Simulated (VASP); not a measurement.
# SiC (F-43m) in VASP: further runs, part 2 of 2

VASP 6.6.1. Earlier steps stand in the parts before.

### 3 Single point, PBE

INCAR reads:

```
ALGO = Normal ; EDIFF = 1E-6
ENCUT = 520 ; GGA = PE
ISIF = 2 ; ISMEAR = 0
LASPH = True ; LCHARG = False
LREAL = False ; LWAVE = False
NBANDS = 11 ; NELM = 80
PREC = Accurate ; SIGMA = 0.2
```

KPOINTS reads:

```
k-points
0
Gamma
  8 8 8
```

POSCAR reads:

```
SiC
1.0
    0.0000000000      2.1780523476      2.1780523476
    2.1780523476      0.0000000000      2.1780523476
    2.1780523476      2.1780523476      0.0000000000
Si C
1 1
Direct
    0.0000000000      0.0000000000      0.0000000000
    0.2500000000      0.2500000000      0.2500000000
```

Potentials or basis: VASP PAW PBE potentials, release 64 (Si, C).

On the command line:

```sh
cat potpaw_PBE.64/Si/POTCAR potpaw_PBE.64/C/POTCAR > POTCAR
mpirun -np 1 vasp_std > vasp.out
```

OUTCAR:

```text
EDIFF = 1E-6
   ENCUT = 520
   GGA = PE
   ISIF = 2
   ISMEAR = 0
   LASPH = True
   LREAL = False
   NELM = 80
   PREC = Accurate

 ion  position               nearest neighbor table
   1  0.000  0.000  0.000-   2 1.89   2 1.89   2 1.89   2 1.89
   2  0.250  0.250  0.250-   1 1.89   1 1.89   1 1.89   1 1.89

  LATTYP: Found a face centered cubic cell.
 ALAT       =     4.3561046952

  Lattice vectors:

 A1 = (   0.0000000000,   2.1780523476,   2.1780523476)
 A2 = (   2.1780523476,   0.0000000000,   2.1780523476)
 A3 = (   2.1780523476,   2.1780523476,   0.0000000000)

Analysis of symmetry for initial positions (statically):
=====================================================================
 Subroutine PRICEL returns:
 Original cell was already a primitive cell.

 Routine SETGRP: Setting up the symmetry group for a
 face centered cubic supercell.

 Subroutine GETGRP returns: Found 24 space group operations
 (whereof 24 operations were pure point group operations)
 out of a pool of 48 trial point group operations.

The static configuration has the point symmetry T_d .

Analysis of symmetry for dynamics (positions and initial velocities):
=====================================================================
 Subroutine PRICEL returns:
 Original cell was already a primitive cell.

 Routine SETGRP: Setting up the symmetry group for a
 face centered cubic supercell.

 Subroutine GETGRP returns: Found 24 space group operations
 (whereof 24 operations were pure point group operations)
 out of a pool of 48 trial point group operations.

The dynamic configuration has the point symmetry T_d .

 Subroutine INISYM returns: Found 24 space group operations
 (whereof 24 operations are pure point group operations),
 and found     1 'primitive' translations

----------------------------------------------------------------------------------------

                                     Primitive cell
[... 112 lines left out ...]
  volume/ion in A,a.u.               =      10.33        69.73
  Fermi-wavevector in a.u.,A,eV,Ry     =   1.193145  2.254717 19.369182  1.423595
  Thomas-Fermi vector in A             =   2.329166
   LORBIT       =      0    0 simple, 1 ext, 2 COOP (PROOUT), +10 PAW based schemes
   GGA     = PE    functional components
   LHFCALC =     F    Hartree Fock is set to
   AEXX    =    0.0000 exact exchange contribution
   IVDW    =     0    specifies the selected vdW correction
   LEPSILON=     F    determine dielectric tensor
   LRPA    =     F    only Hartree local field effects (RPA)
 non-spin polarized calculation
 Gauss-broadening in eV      SIGMA  =   0.20
  energy-cutoff  :      520.00
  volume of cell :       20.66
 maximum number of plane-waves:       568
   NGX = 11   NGY = 11   NGZ = 11

 number of electron       8.0000001 magnetization

 Free energy of the ion-electron system (eV)
  ---------------------------------------------------
  ext. energy  EPLUGINS =         0.00000000
  ---------------------------------------------------
  free energy    TOTEN  =       -15.05609081 eV

  energy without entropy =      -15.05609080  energy(sigma->0) =      -15.05609080

 E-fermi :   8.8002     XC(G=0): -11.3617

 val. band max:        8.1226118231   @ k =   0.0000   0.0000   0.0000
 cond. band min:       9.4774504218   @ k =   0.5000   0.5000   0.0000
 fundamental gap:      1.3548385987
 Fermi energy:         8.8001547216

 k-point     1 :       0.0000    0.0000    0.0000
  band No.  band energies     occupation
      1      -7.2914      2.00000
      2       8.1226      2.00000
      3       8.1226      2.00000
      4       8.1226      2.00000
      5      14.3716      0.00000
      6      15.4382      0.00000
      7      15.4382      0.00000
      8      15.4382      0.00000
      9      22.6359      0.00000
     10      22.6359      0.00000
     11      24.6226      0.00000
[... 309 lines left out ...]
 k-point    24 :      -0.3750    0.2500    0.1250
  band No.  band energies     occupation
      1      -3.0709      2.00000
      2       0.2902      2.00000
      3       4.4129      2.00000
      4       5.8630      2.00000
      5      13.3730      0.00000
      6      15.4072      0.00000
      7      18.2823      0.00000
      8      19.1344      0.00000
      9      21.5583      0.00000
     10      24.3569      0.00000
     11      27.4653      0.00000

 [... further k-points ...]
[... 5 lines left out ...]
  --------------------------------------------------------------------------------------
  -------------------------------------------------------------------------------------
  Total        0.4531692      0.4531692      0.4531692     -0.0000000     -0.0000000     -0.0000000
  in kB       35.1346786     35.1346786     35.1346786     -0.0000000     -0.0000000     -0.0000000
  external PRESSURE =      35.1346786 kB  Pullay stress =       0.0000000 kB

 VOLUME and BASIS-vectors are now :
 -----------------------------------------------------------------------------
  energy-cutoff  :      520.00
  volume of cell :       20.66
      direct lattice vectors                 reciprocal lattice vectors
     0.000000000  2.178052348  2.178052348    -0.229562894  0.229562894  0.229562894
     2.178052348  0.000000000  2.178052348     0.229562894 -0.229562894  0.229562894
     2.178052348  2.178052348  0.000000000     0.229562894  0.229562894 -0.229562894

 POSITION                                       TOTAL-FORCE (eV/Angst)
 -----------------------------------------------------------------------------------
      0.00000      0.00000      0.00000        -0.000000      0.000000      0.000000
      1.08903      1.08903      1.08903         0.000000     -0.000000     -0.000000
 -----------------------------------------------------------------------------------
    total drift:                                0.000000      0.000000      0.000000

  FREE ENERGIE OF THE ION-ELECTRON SYSTEM (eV)
  ---------------------------------------------------
  free  energy   TOTEN  =       -15.0560908090 eV

  energy  without entropy=      -15.0560907951  energy(sigma->0) =      -15.05609080
```

stdout:

```text
POSCAR found type information on POSCAR SiC
 POSCAR found :  2 types and       2 ions
 scaLAPACK will be used
 LDA part: xc-table for (Slater+PW92), standard interpolation
 POSCAR, INCAR and KPOINTS ok, starting setup
 FFT: planning ... GRIDC
 FFT: planning ... GRID_SOFT
 FFT: planning ... GRID
 WAVECAR not read
 entering main loop
```

Wall time 12 s (1 thread of AMD EPYC 7R43 (Zen 3), shared host); peak memory 0.1 GiB.

What came out:

- Free energy: -15.0561 eV
- Pressure: 3.5 GPa
- Band gap on the k mesh: 1.35 eV, indirect (least direct gap 4.54 eV)

Levels at points of the mesh, in eV from the valence-band top:
| k point | band 1 | band 2 | band 3 | band 4 | band 5 | band 6 | band 7 | band 8 |
| --- | --- | --- | --- | --- | --- | --- | --- | --- |
| (0.00, 0.00, 0.00) | -15.41 | 0.00 | 0.00 | 0.00 | 6.25 | 7.32 | 7.32 | 7.32 |
| (0.50, 0.00, 0.00) | -11.84 | -8.54 | -1.05 | -1.05 | 5.45 | 7.23 | 7.23 | 10.06 |
| (0.50, 0.50, 0.00) | -10.39 | -7.80 | -3.19 | -3.19 | 1.35 | 4.33 | 14.05 | 14.05 |

### 4 Single point, PBE

INCAR reads:

```
PREC = Accurate
ENCUT = 520
EDIFF = 1E-6
ISMEAR = 1
SIGMA = 0.2
LREAL = False
LASPH = True
NELM = 100
ALGO = Normal
ISIF = 2
LWAVE = False
LCHARG = False
GGA = PE
NBANDS = 11
```

KPOINTS reads:

```
Automatic mesh
0
Gamma
  8 8 8
```

POSCAR is that of step 3.

On the command line:

```sh
cat potpaw_PBE.64/Si/POTCAR potpaw_PBE.64/C/POTCAR > POTCAR
mpirun -np 1 vasp_std > vasp.out
```

It took 13 s on 1 thread of AMD EPYC 7R43 (Zen 3), shared host; peak memory 0.09 GiB.

The run converged. Its results:

```
Free energy            : -15.0557 eV
Pressure               : 3.5 GPa
Band gap on the k mesh : 1.35 eV, indirect (least direct gap 4.54 eV)
```

Levels at points of the mesh, in eV from the valence-band top:
| k point | band 1 | band 2 | band 3 | band 4 | band 5 | band 6 | band 7 | band 8 | band 9 |
| --- | --- | --- | --- | --- | --- | --- | --- | --- | --- |
| (0.00, 0.00, 0.00) | -15.41 | 0.00 | 0.00 | 0.00 | 6.25 | 7.32 | 7.32 | 7.32 | 14.51 |
| (0.50, 0.00, 0.00) | -11.84 | -8.54 | -1.05 | -1.05 | 5.45 | 7.23 | 7.23 | 10.06 | 16.21 |
| (0.50, 0.50, 0.00) | -10.39 | -7.80 | -3.19 | -3.19 | 1.35 | 4.33 | 14.05 | 14.05 | 14.80 |

### 5 Single point, PBE

INCAR reads:

```
SYSTEM = SiC
ALGO = Normal
EDIFF = 1E-6
ENCUT = 520
GGA = PE
ISIF = 2
ISMEAR = 0
LASPH = .True.
LCHARG = .False.
LREAL = .False.
LWAVE = .False.
NBANDS = 11
NELM = 100
PREC = Accurate
SIGMA = 0.5
```

KPOINTS reads:

```
k-points
0
Gamma
  8 8 8
  0 0 0
```

POSCAR is that of step 4.

On the command line:

```sh
cat potpaw_PBE.64/Si/POTCAR potpaw_PBE.64/C/POTCAR > POTCAR
mpirun -np 1 vasp_std > vasp.out
```

It took 13 s on 1 thread of AMD EPYC 7R43 (Zen 3), shared host; peak memory 0.09 GiB.

It converged, with:

```
Free energy            : -15.0562 eV
Pressure               : 3.5 GPa
Band gap on the k mesh : 1.36 eV, indirect (least direct gap 4.54 eV)
```

Levels at points of the mesh, in eV from the valence-band top:
| k point | band 1 | band 2 | band 3 | band 4 | band 5 | band 6 | band 7 | band 8 |
| --- | --- | --- | --- | --- | --- | --- | --- | --- |
| (0.00, 0.00, 0.00) | -15.41 | 0.00 | 0.00 | 0.00 | 6.25 | 7.32 | 7.32 | 7.32 |
| (0.50, 0.00, 0.00) | -11.84 | -8.54 | -1.05 | -1.05 | 5.45 | 7.23 | 7.23 | 10.06 |
| (0.50, 0.50, 0.00) | -10.39 | -7.80 | -3.19 | -3.19 | 1.36 | 4.33 | 14.05 | 14.05 |

A k mesh can miss the band edges.

### 6 Single point, PBE

Edit INCAR of step 5 so:

```diff
@@ -6,3 +6,3 @@
 ISIF = 2
-ISMEAR = 0
+ISMEAR = 1
 LASPH = .True.
@@ -14,2 +14,2 @@
 PREC = Accurate
-SIGMA = 0.5
+SIGMA = 0.2
```

KPOINTS is that of step 5.

POSCAR is that of step 5.

Potentials or basis: VASP PAW PBE potentials, release 64 (Si, C).

On the command line:

```sh
cat potpaw_PBE.64/Si/POTCAR potpaw_PBE.64/C/POTCAR > POTCAR
mpirun -np 1 vasp_std > vasp.out
```

Run time: 13 s. Hardware: 1 thread of AMD EPYC 7R43 (Zen 3), shared host; peak memory 0.1 GiB.

It converged, with:

```
Free energy            : -15.0557 eV
Pressure               : 3.5 GPa
Band gap on the k mesh : 1.35 eV, indirect (least direct gap 4.54 eV)
```

Levels at points of the mesh, in eV from the valence-band top:
| k point | band 2 | band 3 | band 4 | band 5 | band 6 | band 7 |
| --- | --- | --- | --- | --- | --- | --- |
| (0.00, 0.00, 0.00) | 0.00 | 0.00 | 0.00 | 6.25 | 7.32 | 7.32 |
| (0.50, 0.00, 0.00) | -8.54 | -1.05 | -1.05 | 5.45 | 7.23 | 7.23 |
| (0.50, 0.50, 0.00) | -7.80 | -3.19 | -3.19 | 1.35 | 4.33 | 14.05 |

A k mesh can miss the band edges.

### 7 Summary

| k mesh | smearing | gap on the mesh (eV) | pressure (GPa) |
| --- | --- | --- | --- |
| 2 × 2 × 2 | gaussian 0.01 eV | 0.94 | 12.2 |
| 8 × 8 × 8 | gaussian 0.2 eV | 1.35 | 3.5 |
| 8 × 8 × 8 | methfessel-paxton 0.2 eV | 1.35 | 3.5 |
| 8 × 8 × 8 | gaussian 0.5 eV | 1.36 | 3.5 |

Alike in all rows: task single point; level PBE; potentials or basis VASP PAW PBE potentials, release 64 (Si, C); no spin polarisation; cell as given; cutoff (eV) 520.

Caveats: some runs use coarse meshes.

Total energies depend on the potentials used, so only differences within one code and one set of settings carry meaning.
